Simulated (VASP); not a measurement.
# CaZn2Re2 in VASP: a series of runs

Runs on CaZn2Re2. Level: PBEsol. Tasks: single point.

Program: VASP 6.6.1. These are calculated values, not measurements. Logs are shortened: lines on timing, memory, paths and dates and some standing lists are left out, and cuts for length are marked.

## 1. The cell of the first run

The typed cell holds 5 atoms: a = 3.991 Å, b = 3.991 Å, c = 6.708 Å, α = 90.00°, β = 90.00°, γ = 120.00°.

## 2. Single point, PBEsol

Contents of INCAR:

```
SYSTEM = CaZn2Re2
PREC     = Accurate       ! precision mode
ENCUT    = 520            ! plane-wave cutoff, eV
EDIFF    = 1E-6           ! SCF threshold, eV
ISMEAR   = -1             ! smearing method
SIGMA    = 0.1            ! smearing width, eV
LREAL    = .False.        ! projectors in reciprocal space
LASPH    = .True.         ! aspherical terms in the spheres
NELM     = 60             ! most SCF steps
ALGO     = Normal         ! electronic algorithm
ISIF     = 2              ! what is computed and relaxed
LWAVE    = .False.        ! write WAVECAR
LCHARG   = .False.        ! write CHGCAR
GGA      = PS             ! functional
NBANDS   = 32             ! bands
```

Contents of KPOINTS:

```
Automatic mesh
0
Gamma
  5 5 3
  0 0 0
```

Contents of POSCAR:

```
CaZn2Re2
1.0
    3.9910650000      0.0000000000      0.0000000000
   -1.9955330000      3.4563650000      0.0000000000
    0.0000000000      0.0000000000      6.7077940000
Zn Ca Re
2 1 2
Direct
    0.3333000000      0.6667000000      0.6307000000
    0.6667000000      0.3333000000      0.3693000000
    0.0000000000      0.0000000000      0.0000000000
    0.3333000000      0.6667000000      0.2571000000
    0.6667000000      0.3333000000      0.7429000000
```

Potentials or basis: VASP PAW PBE potentials, release 64 (Zn, Ca_sv, Re).

Command:

```sh
> cat potpaw_PBE.64/Zn/POTCAR potpaw_PBE.64/Ca_sv/POTCAR potpaw_PBE.64/Re/POTCAR > POTCAR
> mpirun -np 1 vasp_std > vasp.out
```

OUTCAR:

```text
SYSTEM = CaZn2Re2
   PREC = Accurate
   ENCUT = 520
   EDIFF = 1E-6
   ISMEAR = -1
   LREAL = .False.
   LASPH = .True.
   NELM = 60
   ISIF = 2
   GGA = PS

 ion  position               nearest neighbor table
   1  0.333  0.667  0.631-   5 2.42   5 2.42   5 2.42   4 2.51   2 2.90   2 2.90   2 2.90
   2  0.667  0.333  0.369-   4 2.42   4 2.42   4 2.42   5 2.51   1 2.90   1 2.90   1 2.90
   3  0.000  0.000  0.000-   4 2.88   5 2.88   5 2.88   4 2.88   5 2.88   4 2.88
   4  0.333  0.667  0.257-   2 2.42   2 2.42   2 2.42   1 2.51   3 2.88   3 2.88   3 2.88
   5  0.667  0.333  0.743-   1 2.42   1 2.42   1 2.42   2 2.51   3 2.88   3 2.88   3 2.88

  LATTYP: Found a hexagonal cell.
 ALAT       =     3.9910650000
 C/A-ratio  =     1.6807027698

  Lattice vectors:

 A1 = (   3.9910650000,   0.0000000000,   0.0000000000)
 A2 = (  -1.9955330000,   3.4563650000,   0.0000000000)
 A3 = (   0.0000000000,   0.0000000000,   6.7077940000)

Analysis of symmetry for initial positions (statically):
=====================================================================
 Subroutine PRICEL returns:
 Original cell was already a primitive cell.

 Routine SETGRP: Setting up the symmetry group for a
 hexagonal supercell.

 Subroutine GETGRP returns: Found  4 space group operations
 (whereof  4 operations were pure point group operations)
 out of a pool of 24 trial point group operations.

The static configuration has the point symmetry C_2h.

Analysis of symmetry for dynamics (positions and initial velocities):
=====================================================================
 Subroutine PRICEL returns:
 Original cell was already a primitive cell.

 Routine SETGRP: Setting up the symmetry group for a
 hexagonal supercell.

 Subroutine GETGRP returns: Found  4 space group operations
 (whereof  4 operations were pure point group operations)
 out of a pool of 24 trial point group operations.

The dynamic configuration has the point symmetry C_2h.

 Subroutine INISYM returns: Found  4 space group operations
 (whereof  4 operations are pure point group operations),
 and found     1 'primitive' translations

----------------------------------------------------------------------------------------

                                     Primitive cell

  volume of cell :      92.5312

  direct lattice vectors                    reciprocal lattice vectors
     3.991065000  0.000000000  0.000000000     0.250559688  0.144660684  0.000000000
    -1.995533000  3.456365000  0.000000000     0.000000000  0.289321296  0.000000000
     0.000000000  0.000000000  6.707794000     0.000000000  0.000000000  0.149080309

  length of vectors
     3.991065000  3.991066395  6.707794000     0.289321397  0.289321296  0.149080309

  position of ions in fractional coordinates (direct lattice)
     0.333300000  0.666700000  0.630700000
     0.666700000  0.333300000  0.369300000
     0.000000000  0.000000000  0.000000000
     0.333300000  0.666700000  0.257100000
     0.666700000  0.333300000  0.742900000

  ion indices of the primitive-cell ions
   primitive index   ion index
                 1           1
                 2           2
                 3           3
                 4           4
                 5           5

----------------------------------------------------------------------------------------

 KPOINTS: Automatic mesh

Automatic generation of k-mesh.
 Grid dimensions read from file:
 generate k-points for:    5    5    3

 Generating k-lattice:

  Cartesian coordinates                     Fractional coordinates (reciprocal lattice)
     0.050111938  0.028932137  0.000000000     0.200000000 -0.000000000  0.000000000
     0.000000000  0.057864259  0.000000000     0.000000000  0.200000000  0.000000000
     0.000000000  0.000000000  0.049693436     0.000000000  0.000000000  0.333333333

  Length of vectors
     0.057864279  0.057864259  0.049693436

  Shift w.r.t. Gamma in fractional coordinates (k-lattice)
     0.000000000  0.000000000  0.000000000

 Subroutine IBZKPT returns following result:
 ===========================================

 Found     24 irreducible k-points:

 Following reciprocal coordinates:
            Coordinates               Weight
  0.000000  0.000000  0.000000      1.000000
  0.200000  0.000000  0.000000      4.000000
 -0.200000  0.200000  0.000000      2.000000
  0.400000 -0.000000  0.000000      4.000000
 -0.400000  0.400000  0.000000      2.000000
  0.200000  0.200000  0.000000      2.000000
[... 16 lines left out ...]
  0.400000  0.400000  0.333333      4.000000
 -0.400000 -0.200000  0.333333      4.000000
   k-points           NKPTS =     24   k-points in BZ     NKDIM =     24   number of bands    NBANDS=     32
   number of dos      NEDOS =    301   number of ions     NIONS =      5
   total plane-waves  NPLWV =  45000
   dimension x,y,z NGX =    30 NGY =   30 NGZ =   50
   dimension x,y,z NGXF=    60 NGYF=   60 NGZF=  100
   ions per type =               2   1   2
   NGX,Y,Z   is equivalent  to a cutoff of  12.50, 12.50, 12.39 a.u.
   NGXF,Y,Z  is equivalent  to a cutoff of  24.99, 24.99, 24.78 a.u.
 SYSTEM =  CaZn2Re2
   PREC   = accura    normal or accurate (medium, high low for compatibility)
   ISTART =      0    job   : 0-new  1-cont  2-samecut
   ICHARG =      2    charge: 1-file 2-atom 10-const
   ISPIN  =      1    spin polarized calculation?
   LNONCOLLINEAR =      F non collinear calculations
   LSORBIT =      F    spin-orbit coupling
   LASPH  =      T    aspherical Exc in radial PAW
   ENCUT  =  520.0 eV  38.22 Ry    6.18 a.u.   7.42  7.42 12.47*2*pi/ulx,y,z
   NELM   =     60;   NELMIN=  2; NELMDL= -5     # of ELM steps
   EDIFF  = 0.1E-05   stopping-criterion for ELM
   LREAL  =      F    real-space projection
   EDIFFG = 0.1E-04   stopping-criterion for IOM
   NSW    =      0    number of steps for IOM
   IBRION =     -1    ionic relax: 0-MD 1-quasi-New 2-CG
   NFREE  =      0    steps in history (QN), initial steepest desc. (CG)
   ISIF   =      2    stress and relaxation
   ISYM   =      2    0-nonsym 1-usesym 2-fastsym
   POTIM  = 0.5000    time-step for ionic-motion
   TEBEG  =    0.0;   TEEND  =   0.0 temperature during run
   PSTRESS=    0.0 pullay stress
   NELECT =      48.0000    total number of electrons
   NUPDOWN=      -1.0000    fix difference up-down
   EMIN   =  10.00;   EMAX   =-10.00  energy-range for DOS
   EFERMI =   0.00;   METHOD = LEGACY
   ISMEAR =    -1;   SIGMA  =   0.10  broadening in eV -4-tet -1-fermi 0-gaus
   EFERMI_NEDOS =   21; number of points for ismear=-14 and -15
   IALGO  =     38    algorithm
   IMIX   =      4    mixing-type and parameters
     AMIX     =   0.40;   BMIX     =  1.00
     AMIX_MAG =   1.60;   BMIX_MAG =  1.00
  volume/ion in A,a.u.               =      18.51       124.89
  Fermi-wavevector in a.u.,A,eV,Ry     =   1.315404  2.485753 23.541998  1.730288
  Thomas-Fermi vector in A             =   2.445589
   LORBIT       =      0    0 simple, 1 ext, 2 COOP (PROOUT), +10 PAW based schemes
   GGA     = PS    functional components
   LHFCALC =     F    Hartree Fock is set to
   AEXX    =    0.0000 exact exchange contribution
   IVDW    =     0    specifies the selected vdW correction
   LEPSILON=     F    determine dielectric tensor
   LRPA    =     F    only Hartree local field effects (RPA)
 non-spin polarized calculation
  energy-cutoff  :      520.00
  volume of cell :       92.53
 maximum number of plane-waves:      2539
 NGX is ok and might be reduce to    30
   NGX = 15   NGY = 15   NGZ = 25

 number of electron      47.9999999 magnetization

 Free energy of the ion-electron system (eV)
  ---------------------------------------------------
  ext. energy  EPLUGINS =         0.00000000
  ---------------------------------------------------
  free energy    TOTEN  =       -23.85932995 eV

  energy without entropy =      -23.56715402  energy(sigma->0) =      -23.71324199

 E-fermi :   3.3425     XC(G=0): -11.3616

 val. band max:        3.3314851918   @ k =  -0.2000   0.2000   0.3333
 cond. band min:       3.3432475697   @ k =   0.4000  -0.4000   0.3333
 fundamental gap:      0.0117623779
 Fermi energy:         3.3424677611

 k-point     1 :       0.0000    0.0000    0.0000
  band No.  band energies     occupation
      1     -35.6297      2.00000
      2     -16.9074      2.00000
      3     -16.8121      2.00000
      4     -16.8121      2.00000
      5      -4.6400      2.00000
      6      -3.8747      2.00000
[... 24 lines left out ...]
     31       9.2836      0.00000
     32       9.2842      0.00000

 k-point     2 :       0.2000    0.0000    0.0000
  band No.  band energies     occupation
      1     -35.6267      2.00000
      2     -16.8991      2.00000
      3     -16.8549      2.00000
      4     -16.8218      2.00000
      5      -4.1362      2.00000
      6      -3.8873      2.00000
[... 24 lines left out ...]
     31       8.8853      0.00000
     32       8.9458      0.00000

 k-point     3 :      -0.2000    0.2000    0.0000
  band No.  band energies     occupation
      1     -35.6267      2.00000
      2     -16.8991      2.00000
      3     -16.8550      2.00000
      4     -16.8217      2.00000
      5      -4.1364      2.00000
      6      -3.8871      2.00000
[... 24 lines left out ...]
     31       8.8851      0.00000
     32       8.9458      0.00000

 k-point     4 :       0.4000   -0.0000    0.0000
  band No.  band energies     occupation
      1     -35.6217      2.00000
      2     -16.9225      2.00000
      3     -16.8861      2.00000
      4     -16.8374      2.00000
      5      -3.9198      2.00000
      6      -3.8197      2.00000
[... 24 lines left out ...]
     31       7.4417      0.00000
     32       7.4634      0.00000

 k-point     5 :      -0.4000    0.4000    0.0000
  band No.  band energies     occupation
      1     -35.6217      2.00000
      2     -16.9226      2.00000
      3     -16.8861      2.00000
      4     -16.8373      2.00000
      5      -3.9198      2.00000
      6      -3.8195      2.00000
[... 584 lines left out ...]
     31       7.4891      0.00000
     32       8.2229      0.00000

 k-point    22 :       0.4000    0.2000    0.3333
  band No.  band energies     occupation
      1     -35.6201      2.00000
      2     -16.9187      2.00000
      3     -16.8824      2.00000
      4     -16.8665      2.00000
      5      -3.8966      2.00000
      6      -3.8017      2.00000
[... 24 lines left out ...]
     31       7.0575      0.00000
     32       7.4517      0.00000

 k-point    23 :       0.4000    0.4000    0.3333
  band No.  band energies     occupation
      1     -35.6201      2.00000
      2     -16.9187      2.00000
      3     -16.8824      2.00000
      4     -16.8664      2.00000
      5      -3.8966      2.00000
      6      -3.8015      2.00000
[... 24 lines left out ...]
     31       7.0572      0.00000
     32       7.4522      0.00000

 k-point    24 :      -0.4000   -0.2000    0.3333
  band No.  band energies     occupation
      1     -35.6201      2.00000
      2     -16.9187      2.00000
      3     -16.8824      2.00000
      4     -16.8665      2.00000
      5      -3.8966      2.00000
      6      -3.8017      2.00000
[... 24 lines left out ...]
     31       7.0573      0.00000
     32       7.4519      0.00000

------------------------ aborting loop because EDIFF is reached ----------------------------------------

  FORCE on cell =-STRESS in cart. coord.  units (eV):
  Direction    XX          YY          ZZ          XY          YZ          ZX
  --------------------------------------------------------------------------------------
  -------------------------------------------------------------------------------------
  Total        4.7120000      4.7229636      3.8145791      0.0094910      0.0026936     -0.0046655
  in kB       81.5882743     81.7781092     66.0494322      0.1643359      0.0466404     -0.0807831
  external PRESSURE =      76.4719386 kB  Pullay stress =       0.0000000 kB

 VOLUME and BASIS-vectors are now :
 -----------------------------------------------------------------------------
  energy-cutoff  :      520.00
  volume of cell :       92.53
      direct lattice vectors                 reciprocal lattice vectors
     3.991065000  0.000000000  0.000000000     0.250559688  0.144660684  0.000000000
    -1.995533000  3.456365000  0.000000000     0.000000000  0.289321296  0.000000000
     0.000000000  0.000000000  6.707794000     0.000000000  0.000000000  0.149080309

 POSITION                                       TOTAL-FORCE (eV/Angst)
 -----------------------------------------------------------------------------------
     -0.00020      2.30436      4.23061         0.004261     -0.002460     -0.164343
      1.99573      1.15201      2.47719        -0.004261      0.002460      0.164343
      0.00000      0.00000      0.00000        -0.000000     -0.000000      0.000000
     -0.00020      2.30436      1.72457         0.004398     -0.002539     -0.939968
      1.99573      1.15201      4.98322        -0.004398      0.002539      0.939968
 -----------------------------------------------------------------------------------
    total drift:                                0.000000      0.000000      0.000000

  FREE ENERGIE OF THE ION-ELECTRON SYSTEM (eV)
  ---------------------------------------------------
  free  energy   TOTEN  =       -23.8593299518 eV

  energy  without entropy=      -23.5671540240  energy(sigma->0) =      -23.71324199
```

Wall time 1.7 min (1 thread of Oxide Virtual Turin-like, shared host); peak memory 0.21 GiB.

Results:

- Free energy: -23.8593 eV
- Pressure: 7.6 GPa
- Largest force: 0.940 eV/Å
- Band gap on the k mesh: zero (bands 24 and 25 overlap by 0.02 eV)

Forces in eV/Å, atoms in the order of the input:
```
Zn   0.004 -0.002 -0.164
Zn  -0.004  0.002  0.164
Ca   0.000  0.000  0.000
Re   0.004 -0.003 -0.940
Re  -0.004  0.003  0.940
```

Levels at points of the mesh, in eV from the Fermi level:
```tsv
k point	band 22	band 23	band 24	band 25	band 26	band 27
(0.00, 0.00, 0.00)	-1.28	-0.64	-0.64	0.32	0.32	0.52
```

Caveat: the k points lie up to 0.36 Å⁻¹ apart; the PAW data sets were made with another functional, which shifts forces and pressure a little; spin-orbit coupling is left out, which moves the levels of the heavy elements.

[end of part 1 of 2]
